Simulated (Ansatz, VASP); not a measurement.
LiF: VASP beside Ansatz

INCAR

```
SYSTEM = LiF
PREC = Accurate ; ENCUT = 600
EDIFF = 1E-7 ; ISMEAR = 0
SIGMA = 0.02 ; LREAL = .FALSE.
LASPH = .TRUE. ; NELM = 80
ALGO = Normal ; ISIF = 3
LWAVE = .FALSE. ; LCHARG = .FALSE.
GGA = PE ; IBRION = 2
NSW = 100 ; EDIFFG = -0.01
```

The input KPOINTS:

```
Automatic mesh
0
G
  6 6 6
  0 0 0
```

Contents of POSCAR:

```
LiF
1.0
    3.0917879401      1.7850445995      3.6064946995
   -3.0917879401      1.7850445995      3.6064946995
    0.0000000000     -3.5700891989      3.6064946995
Li F
5 5
Direct
    0.1778502721      0.1778502721      0.1778502721
    0.8221497279      0.8221497279      0.8221497279
    0.5957978843      0.0000000000      0.4042021157
    0.4042021157      0.5957978843      0.0000000000
    0.0000000000      0.4042021157      0.5957978843
    0.3485704917      0.3485704917      0.3485704917
    0.0855887644      0.5000000000      0.9144112356
    0.9144112356      0.0855887644      0.5000000000
    0.5000000000      0.9144112356      0.0855887644
    0.6514295083      0.6514295083      0.6514295083
```

Input for Ansatz:

```yaml
crystal:
  lattice:
    - [3.0917879401, 1.7850445995, 3.6064946995]
    - [-3.0917879401, 1.7850445995, 3.6064946995]
    - [0.0, -3.5700891989, 3.6064946995]
  atoms:
    - { symbol: Li, position: [0.1778502721, 0.1778502721, 0.1778502721] }
    - { symbol: Li, position: [0.8221497279, 0.8221497279, 0.8221497279] }
    - { symbol: Li, position: [0.5957978843, 0.0, 0.4042021157] }
    - { symbol: Li, position: [0.4042021157, 0.5957978843, 0.0] }
    - { symbol: Li, position: [0.0, 0.4042021157, 0.5957978843] }
    - { symbol: F, position: [0.3485704917, 0.3485704917, 0.3485704917] }
    - { symbol: F, position: [0.0855887644, 0.5, 0.9144112356] }
    - { symbol: F, position: [0.9144112356, 0.0855887644, 0.5] }
    - { symbol: F, position: [0.5, 0.9144112356, 0.0855887644] }
    - { symbol: F, position: [0.6514295083, 0.6514295083, 0.6514295083] }
basis:
  ecutwfc: 420
kpoints:
  mp_grid: { grid: [6, 6, 6] }
hamiltonian:
  xc: pbe
scf:
  occupations: { method: gaussian, width: 0.02 }
output:
  forces: true
  stress: true
  eigenvalues: true
relax:
  adjacent_minimum: "off"
  f_tol: 0.01
  max_steps: 80
  cell: { stress_tol: 0.05 }
```

Alike in both runs: task relaxation of cell and atoms; functional PBE; k mesh 6 × 6 × 6; occupations gaussian, width 0.02 eV; no spin polarisation.

|  | VASP | Ansatz |
| --- | --- | --- |
| version | VASP 6.6.1 | Ansatz 0.2.0 |
| potentials or method | VASP PAW PBE potentials, release 64 (Li_sv, F), cutoff 600 eV | scalar-relativistic, plane waves, PAW |
| valence electrons in the cell | 50 | 50 |

```csv
,VASP,Ansatz,Ansatz less VASP
"gap on the k mesh at the Fermi level, each at its own relaxed structure (eV)",6.13,6.13,+0.002
relaxed volume (Å³/atom),11.87,11.99,+0.120
relaxed length of the cell vector where the two differ most in proportion (Å),5.063,5.082,+0.0188
```

Noted on VASP's run: the cutoff is under 1.25 times that of the potentials, so the pressure is a little rough.
